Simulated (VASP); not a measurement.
# AlN (P6_3/mmc) in VASP: a series of runs

AlN is run at these levels: PBE; tasks: single point, relaxation of cell and atoms.

Everything below comes from runs of VASP 6.6.1. Logs are shortened: lines on timing, memory, paths and dates and some standing lists are left out, and cuts for length are marked.

### Step 1. The cell of the first run

Symmetry: P6_3/mmc, No. 194, hexagonal system. The conventional cell has a = 2.856 Å, b = 2.856 Å, c = 4.883 Å, α = 90.00°, β = 90.00°, γ = 120.00°. Within 2.7 Å of Al (site symmetry -3m) lie 6 N at 2.05 Å and 2 Al at 2.44 Å. N (site symmetry -6m2) has 6 Al at 2.05 Å within 2.7 Å.

### Step 2. Single point, PBE

Input file INCAR:

```
PREC = Accurate ; ENCUT = 520
EDIFF = 1E-7 ; ISMEAR = 0
SIGMA = 0.1 ; LREAL = False
LASPH = True ; NELM = 80
ALGO = Normal ; ISIF = 2
LWAVE = False ; LCHARG = True
GGA = PE ; LELF = True
LVHAR = True ; NBANDS = 16
```

Input file KPOINTS:

```
regular mesh
0
Gamma
  6 6 4
```

Input file POSCAR:

```
AlN
1.0
    2.8557847087      0.0000000028      0.0000000000
   -1.4278923568      2.4731821040      0.0000000000
    0.0000000000      0.0000000000      4.8826748182
Al N
2 2
Direct
    0.0000000000      0.0000000000      0.0000000000
    0.0000000000      0.0000000000      0.5000000000
    0.3333333333      0.6666666667      0.2500000000
    0.6666666667      0.3333333333      0.7500000000
```

Potentials or basis: VASP PAW PBE potentials, release 64 (Al, N).

On the command line:

```console
$ cat potpaw_PBE.64/Al/POTCAR potpaw_PBE.64/N/POTCAR > POTCAR
$ mpirun -np 1 vasp_std > vasp.out
```

OUTCAR:

```text
PREC = Accurate
   ENCUT = 520
   EDIFF = 1E-7
   ISMEAR = 0
   LREAL = False
   LASPH = True
   NELM = 80
   ISIF = 2
   GGA = PE

 ion  position               nearest neighbor table
   1  0.000  0.000  0.000-   3 2.05   4 2.05   3 2.05   4 2.05   4 2.05   3 2.05   2 2.44   2 2.44

   2  0.000  0.000  0.500-   3 2.05   4 2.05   3 2.05   4 2.05   4 2.05   3 2.05   1 2.44   1 2.44

   3  0.333  0.667  0.250-   1 2.05   2 2.05   1 2.05   2 2.05   1 2.05   2 2.05
   4  0.667  0.333  0.750-   1 2.05   2 2.05   1 2.05   2 2.05   1 2.05   2 2.05

  LATTYP: Found a hexagonal cell.
 ALAT       =     2.8557847087
 C/A-ratio  =     1.7097489189

  Lattice vectors:

 A1 = (   2.8557847087,   0.0000000028,   0.0000000000)
 A2 = (  -1.4278923568,   2.4731821040,   0.0000000000)
 A3 = (   0.0000000000,   0.0000000000,   4.8826748182)

Analysis of symmetry for initial positions (statically):
=====================================================================
 Subroutine PRICEL returns:
 Original cell was already a primitive cell.

 Routine SETGRP: Setting up the symmetry group for a
 hexagonal supercell.

 Subroutine GETGRP returns: Found 24 space group operations
 (whereof 12 operations were pure point group operations)
 out of a pool of 24 trial point group operations.

The static configuration has the point symmetry D_3d.
 The point group associated with its full space group is D_6h.

Analysis of symmetry for dynamics (positions and initial velocities):
=====================================================================
 Subroutine PRICEL returns:
 Original cell was already a primitive cell.

 Routine SETGRP: Setting up the symmetry group for a
 hexagonal supercell.

 Subroutine GETGRP returns: Found 24 space group operations
 (whereof 12 operations were pure point group operations)
 out of a pool of 24 trial point group operations.

The dynamic configuration has the point symmetry D_3d.
 The point group associated with its full space group is D_6h.

 Subroutine INISYM returns: Found 24 space group operations
 (whereof 12 operations are pure point group operations),
 and found     1 'primitive' translations

----------------------------------------------------------------------------------------

                                     Primitive cell

  volume of cell :      34.4857

  direct lattice vectors                    reciprocal lattice vectors
     2.855784709  0.000000003  0.000000000     0.350166452  0.202168696  0.000000000
    -1.427892357  2.473182104  0.000000000    -0.000000000  0.404337391  0.000000000
     0.000000000  0.000000000  4.882674818     0.000000000  0.000000000  0.204805775

  length of vectors
     2.855784709  2.855784709  4.882674818     0.404337391  0.404337391  0.204805775

  position of ions in fractional coordinates (direct lattice)
     0.000000000  0.000000000  0.000000000
     0.000000000  0.000000000  0.500000000
     0.333333333  0.666666667  0.250000000
     0.666666667  0.333333333  0.750000000

  ion indices of the primitive-cell ions
   primitive index   ion index
                 1           1
                 2           2
                 3           3
                 4           4

----------------------------------------------------------------------------------------

 KPOINTS: regular mesh

Automatic generation of k-mesh.
 Grid dimensions read from file:
 generate k-points for:    6    6    4

 Generating k-lattice:

  Cartesian coordinates                     Fractional coordinates (reciprocal lattice)
     0.058361075  0.033694783  0.000000000     0.166666667  0.000000000  0.000000000
    -0.000000000  0.067389565  0.000000000    -0.000000000  0.166666667  0.000000000
     0.000000000  0.000000000  0.051201444     0.000000000  0.000000000  0.250000000

  Length of vectors
     0.067389565  0.067389565  0.051201444

  Shift w.r.t. Gamma in fractional coordinates (k-lattice)
     0.000000000  0.000000000  0.000000000

 Subroutine IBZKPT returns following result:
 ===========================================

 Found     21 irreducible k-points:

 Following reciprocal coordinates:
            Coordinates               Weight
  0.000000  0.000000  0.000000      1.000000
  0.166667 -0.000000  0.000000      6.000000
  0.333333  0.000000  0.000000      6.000000
  0.500000  0.000000  0.000000      3.000000
  0.166667  0.166667  0.000000      6.000000
  0.333333  0.166667  0.000000     12.000000
[... 13 lines left out ...]
  0.333333  0.166667  0.500000     12.000000
  0.333333  0.333333  0.500000      2.000000
   k-points           NKPTS =     21   k-points in BZ     NKDIM =     21   number of bands    NBANDS=     16
   number of dos      NEDOS =    301   number of ions     NIONS =      4
   total plane-waves  NPLWV =  20736
   dimension x,y,z NGX =    24 NGY =   24 NGZ =   36
   dimension x,y,z NGXF=    48 NGYF=   48 NGZF=   72
   ions per type =               2   2
   NGX,Y,Z   is equivalent  to a cutoff of  13.97, 13.97, 12.26 a.u.
   NGXF,Y,Z  is equivalent  to a cutoff of  27.94, 27.94, 24.51 a.u.
 SYSTEM =  unknown system
   PREC   = accura    normal or accurate (medium, high low for compatibility)
   ISTART =      0    job   : 0-new  1-cont  2-samecut
   ICHARG =      2    charge: 1-file 2-atom 10-const
   ISPIN  =      1    spin polarized calculation?
   LNONCOLLINEAR =      F non collinear calculations
   LSORBIT =      F    spin-orbit coupling
   LASPH  =      T    aspherical Exc in radial PAW
   ENCUT  =  520.0 eV  38.22 Ry    6.18 a.u.   5.31  5.31  9.08*2*pi/ulx,y,z
   NELM   =     80;   NELMIN=  2; NELMDL= -5     # of ELM steps
   EDIFF  = 0.1E-06   stopping-criterion for ELM
   LREAL  =      F    real-space projection
   EDIFFG = 0.1E-05   stopping-criterion for IOM
   NSW    =      0    number of steps for IOM
   IBRION =     -1    ionic relax: 0-MD 1-quasi-New 2-CG
   NFREE  =      0    steps in history (QN), initial steepest desc. (CG)
   ISIF   =      2    stress and relaxation
   ISYM   =      2    0-nonsym 1-usesym 2-fastsym
   POTIM  = 0.5000    time-step for ionic-motion
   TEBEG  =    0.0;   TEEND  =   0.0 temperature during run
   PSTRESS=    0.0 pullay stress
   NELECT =      16.0000    total number of electrons
   NUPDOWN=      -1.0000    fix difference up-down
   EMIN   =  10.00;   EMAX   =-10.00  energy-range for DOS
   EFERMI =   0.00;   METHOD = LEGACY
   ISMEAR =     0;   SIGMA  =   0.10  broadening in eV -4-tet -1-fermi 0-gaus
   EFERMI_NEDOS =   21; number of points for ismear=-14 and -15
   IALGO  =     38    algorithm
   IMIX   =      4    mixing-type and parameters
     AMIX     =   0.40;   BMIX     =  1.00
     AMIX_MAG =   1.60;   BMIX_MAG =  1.00
  volume/ion in A,a.u.               =       8.62        58.18
  Fermi-wavevector in a.u.,A,eV,Ry     =   1.267365  2.394973 21.853868  1.606214
  Thomas-Fermi vector in A             =   2.400517
   LORBIT       =      0    0 simple, 1 ext, 2 COOP (PROOUT), +10 PAW based schemes
   GGA     = PE    functional components
   LHFCALC =     F    Hartree Fock is set to
   AEXX    =    0.0000 exact exchange contribution
   IVDW    =     0    specifies the selected vdW correction
   LEPSILON=     F    determine dielectric tensor
   LRPA    =     F    only Hartree local field effects (RPA)
 non-spin polarized calculation
 Gauss-broadening in eV      SIGMA  =   0.10
  energy-cutoff  :      520.00
  volume of cell :       34.49
 maximum number of plane-waves:       944
 NGX is ok and might be reduce to    24
   NGX = 11   NGY = 11   NGZ = 19

 number of electron      16.0000000 magnetization

 Free energy of the ion-electron system (eV)
  ---------------------------------------------------
  ext. energy  EPLUGINS =         0.00000000
  ---------------------------------------------------
  free energy    TOTEN  =       -28.45144916 eV

  energy without entropy =      -28.45144916  energy(sigma->0) =      -28.45144916

 E-fermi :   9.9443     XC(G=0): -12.0622

 val. band max:        9.4894265914   @ k =   0.0000   0.0000   0.0000
 cond. band min:      14.3041090974   @ k =   0.5000   0.0000   0.2500
 fundamental gap:      4.8146825060
 Fermi energy:         9.9442959162

 k-point     1 :       0.0000    0.0000    0.0000
  band No.  band energies     occupation
      1      -7.8057      2.00000
      2      -4.9709      2.00000
      3       1.0438      2.00000
      4       8.6750      2.00000
      5       8.6750      2.00000
      6       8.9387      2.00000
[... 8 lines left out ...]
     15      22.7409      0.00000
     16      22.7409      0.00000

 k-point     2 :       0.1667   -0.0000    0.0000
  band No.  band energies     occupation
      1      -7.3083      2.00000
      2      -4.6459      2.00000
      3       1.5862      2.00000
      4       6.5867      2.00000
      5       7.6142      2.00000
      6       8.1359      2.00000
[... 8 lines left out ...]
     15      22.1584      0.00000
     16      22.8857      0.00000

 k-point     3 :       0.3333    0.0000    0.0000
  band No.  band energies     occupation
      1      -5.9529      2.00000
      2      -3.9617      2.00000
      3       3.0830      2.00000
      4       3.4180      2.00000
      5       4.8386      2.00000
      6       7.3242      2.00000
[... 8 lines left out ...]
     15      21.0566      0.00000
     16      25.1123      0.00000

 k-point     4 :       0.5000    0.0000    0.0000
  band No.  band energies     occupation
      1      -4.6592      2.00000
      2      -3.9337      2.00000
      3       2.0419      2.00000
      4       3.4127      2.00000
      5       4.5524      2.00000
      6       6.4869      2.00000
[... 8 lines left out ...]
     15      21.5612      0.00000
     16      25.1830      0.00000
[... 267 lines left out ...]
 k-point    19 :       0.1667    0.1667    0.5000
  band No.  band energies     occupation
      1      -5.4468      2.00000
      2      -5.4468      2.00000
      3       4.1557      2.00000
      4       4.1557      2.00000
      5       6.3294      2.00000
      6       6.3294      2.00000
[... 8 lines left out ...]
     15      21.8964      0.00000
     16      21.8964      0.00000

 k-point    20 :       0.3333    0.1667    0.5000
  band No.  band energies     occupation
      1      -4.3141      2.00000
      2      -4.3141      2.00000
      3       2.5878      2.00000
      4       2.5878      2.00000
      5       5.5435      2.00000
      6       5.5435      2.00000
[... 8 lines left out ...]
     15      22.1595      0.00000
     16      22.1595      0.00000

 k-point    21 :       0.3333    0.3333    0.5000
  band No.  band energies     occupation
      1      -3.8632      2.00000
      2      -3.8632      2.00000
      3       3.3498      2.00000
      4       3.3498      2.00000
      5       3.4166      2.00000
      6       3.4166      2.00000
[... 8 lines left out ...]
     15      21.6158      0.00000
     16      21.6158      0.00000

------------------------ aborting loop because EDIFF is reached ----------------------------------------

  FORCE on cell =-STRESS in cart. coord.  units (eV):
  Direction    XX          YY          ZZ          XY          YZ          ZX
  --------------------------------------------------------------------------------------
  -------------------------------------------------------------------------------------
  Total       -0.0497524     -0.0497524     -0.0813773      0.0000000      0.0000000      0.0000000
  in kB       -2.3114558     -2.3114558     -3.7807203      0.0000000      0.0000000      0.0000000
  external PRESSURE =      -2.8012106 kB  Pullay stress =       0.0000000 kB

 VOLUME and BASIS-vectors are now :
 -----------------------------------------------------------------------------
  energy-cutoff  :      520.00
  volume of cell :       34.49
      direct lattice vectors                 reciprocal lattice vectors
     2.855784709  0.000000003  0.000000000     0.350166452  0.202168696  0.000000000
    -1.427892357  2.473182104  0.000000000    -0.000000000  0.404337391  0.000000000
     0.000000000  0.000000000  4.882674818     0.000000000  0.000000000  0.204805775

 POSITION                                       TOTAL-FORCE (eV/Angst)
 -----------------------------------------------------------------------------------
      0.00000      0.00000      0.00000         0.000000      0.000000     -0.000000
      0.00000      0.00000      2.44134         0.000000      0.000000     -0.000000
     -0.00000      1.64879      1.22067        -0.000000      0.000000      0.000000
      1.42789      0.82439      3.66201         0.000000     -0.000000     -0.000000
 -----------------------------------------------------------------------------------
    total drift:                               -0.000000      0.000000     -0.000000

  FREE ENERGIE OF THE ION-ELECTRON SYSTEM (eV)
  ---------------------------------------------------
  free  energy   TOTEN  =       -28.4514491633 eV

  energy  without entropy=      -28.4514491633  energy(sigma->0) =      -28.45144916
```

It took 8.8 s on 1 thread of Intel Xeon 6975P-C, shared host; peak memory 0.15 GiB.

Results:

- Free energy: -28.4514 eV
- Pressure: -0.3 GPa
- Band gap on the k mesh: 4.81 eV, indirect (least direct gap 4.83 eV)

Caveat: the k points lie up to 0.42 Å⁻¹ apart. A k mesh can miss the band edges.

### Step 3. Single point, PBE

This run uses another cell than the first one, of 10.49 Å³/atom, 1.216 times its volume.

Input file INCAR:

```
SYSTEM = AlN
PREC = Accurate ; ENCUT = 520
EDIFF = 1E-6 ; ISMEAR = 0
SIGMA = 0.1 ; LREAL = .False.
LASPH = .True. ; NELM = 80
ALGO = Normal ; ISIF = 2
LWAVE = .False. ; LCHARG = .False.
GGA = PE ; NBANDS = 16
```

Input file KPOINTS:

```
regular mesh
0
Gamma
  6 6 4
  0 0 0
```

Input file POSCAR:

```
AlN
1.0
    2.9084441300      0.0000000000      0.0000000000
   -1.4542220700      2.5187865000      0.0000000000
    0.0000000000      0.0000000000      5.7251139300
Al N
2 2
Direct
    0.0000000000      0.0000000000      0.0000000000
    0.0000000000      0.0000000000      0.5000000000
    0.3333333300      0.6666666700      0.2500000000
    0.6666666700      0.3333333300      0.7500000000
```

Potentials or basis: VASP PAW PBE potentials, release 64 (Al, N).

On the command line:

```console
$ cat potpaw_PBE.64/Al/POTCAR potpaw_PBE.64/N/POTCAR > POTCAR
$ mpirun -np 1 vasp_std > vasp.out
```

It took 8.8 s on 1 thread of Intel Xeon 6975P-C, shared host; peak memory 0.16 GiB.

Results (log left out):

| Item | Value |
| --- | --- |
| Free energy | -26.4118 eV |
| Pressure | -30.8 GPa |
| Band gap on the k mesh | 0.41 eV, direct |

Stress tensor (GPa, compression positive):
```
 -1.13   0.00   0.00
  0.00  -1.13   0.00
  0.00   0.00 -90.10
```

Levels at points of the mesh, in eV from the valence-band top:
```csv
k point,band 4,band 5,band 6,band 7,band 8,band 9,band 10,band 11,band 12,band 13
"(0.00, 0.00, 0.00)",-2.50,-0.42,-0.42,0.00,0.00,0.41,5.77,7.53,8.16,11.54
"(0.50, 0.00, 0.00)",-5.87,-5.39,-3.81,-1.93,-1.02,2.83,3.78,5.53,6.30,7.10
"(0.00, 0.00, 0.50)",-6.46,-0.21,-0.21,-0.21,-0.21,4.12,4.12,7.51,7.51,11.32
"(0.50, 0.00, 0.50)",-7.03,-3.50,-3.50,-1.51,-1.51,2.01,2.01,6.51,6.51,8.24
```

As with any semilocal functional, this PBE gap is likely too small.

(Continued in part 2 of 2.)
